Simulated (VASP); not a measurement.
Wanted: the native input for a VASP 6.6.1 run.

```yaml
Task: single point
Functional: PBE
Potentials_or_basis: VASP PAW PBE potentials, release 64 (Sc_sv)
Cutoff: 500 eV
k_mesh: 8 × 8 × 4
Occupations: gaussian, width 0.05 eV
Spin: no spin polarisation
Dipole_correction: no
Further_INCAR_settings: ALGO = Normal; EDIFF = 1e-06; NBANDS = 18
```

The structure of Sc lies in POSCAR:

```
Sc
1.0
    3.3120073952      0.0000000000      0.0000000000
   -1.6560036976      2.8682825417      0.0000000000
    0.0000000000      0.0000000000      5.1605064636
Sc
2
Direct
    0.3333333333      0.6666666667      0.7500000000
    0.6666666667      0.3333333333      0.2500000000
```

The input as run:

INCAR

```
SYSTEM = Sc
PREC = Accurate
ENCUT = 500
EDIFF = 1E-6
ISMEAR = 0
SIGMA = 0.05
LREAL = .False.
LASPH = .True.
NELM = 120
ALGO = Normal
ISIF = 2
LWAVE = .False.
LCHARG = .True.
GGA = PE
LELF = .True.
LVHAR = .True.
NBANDS = 18
GGA_COMPAT = .False.
```

KPOINTS

```
regular mesh
0
Gamma
  8 8 4
  0 0 0
```

Potentials or basis: VASP PAW PBE potentials, release 64 (Sc_sv).

Command:

```console
$ cat potpaw_PBE.64/Sc_sv/POTCAR > POTCAR
$ mpirun -np 1 vasp_std > vasp.out
```

It gave:

```yaml
Pressure: 0.2 GPa
Band_gap_on_the_k_mesh: zero (bands 11 and 12 overlap by 1.50 eV)
```

It took 7.9 s on 1 thread of Intel(R) Xeon(R) 6975P-C (Granite Rapids), with other jobs on the host, peak memory 0.16 GiB.
